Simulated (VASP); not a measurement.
Write the native input for VASP 6.6.1 that does the following.

| Item | Value |
| --- | --- |
| Task | single point |
| Functional | PBEsol |
| Potentials or basis | VASP PAW PBE potentials, release 64 (Ir) |
| Cutoff | 520 eV |
| k mesh | 22 × 22 × 22 |
| Occupations | gaussian, width 0.15 eV |
| Spin | no spin polarisation |
| Dipole correction | no |
| Further INCAR settings | ALGO = Fast; EDIFF = 1e-06; NBANDS = 10 |

The structure of Ir lies in POSCAR:

```
Ir
1.0
    0.0000000000      1.9197000000      1.9772910000
    1.9197000000      0.0000000000      1.9772910000
    1.9197000000      1.9197000000      0.0000000000
Ir
1
Direct
    0.0000000000      0.0000000000      0.0000000000
```

This cell differs from its parent crystal: strain +0.0300 x Voigt [0, 0, 1, 0, 0, 0].

The input as run:

INCAR

```
ALGO     = Fast           # electronic algorithm
EDIFF    = 1E-6           # SCF threshold, eV
ENCUT    = 520            # plane-wave cutoff, eV
GGA      = PS             # functional
ISIF     = 2              # what is computed and relaxed
ISMEAR   = 0              # smearing method
LASPH    = True           # aspherical terms in the spheres
LCHARG   = False          # write CHGCAR
LREAL    = False          # projectors in reciprocal space
LWAVE    = False          # write WAVECAR
NBANDS   = 10             # bands
NELM     = 100            # most SCF steps
PREC     = Accurate       # precision mode
SIGMA    = 0.15           # smearing width, eV
```

KPOINTS

```
k-points
0
Gamma
  22 22 22
```

Potentials or basis: VASP PAW PBE potentials, release 64 (Ir).

The run is started by

```console
$ cat potpaw_PBE.64/Ir/POTCAR > POTCAR
$ mpirun -np 1 vasp_std > vasp.out
```

Results of the run:

```json
{
 "Pressure": "-12.0 GPa",
 "Band gap on the k mesh": "zero (an odd number of electrons rules out a gap without spin polarisation)"
}
```

Caveat: the cell differs from its parent crystal (strain +0.0300 x Voigt [0, 0, 1, 0, 0, 0]); the cell stands under tension; the PAW data sets were made with another functional, which shifts forces and pressure a little; spin-orbit coupling is left out, which moves the levels of the heavy elements.

Run time: 47 s on 1 thread of Intel(R) Xeon(R) 6975P-C (Granite Rapids), with other jobs on the host, peak memory 0.24 GiB.
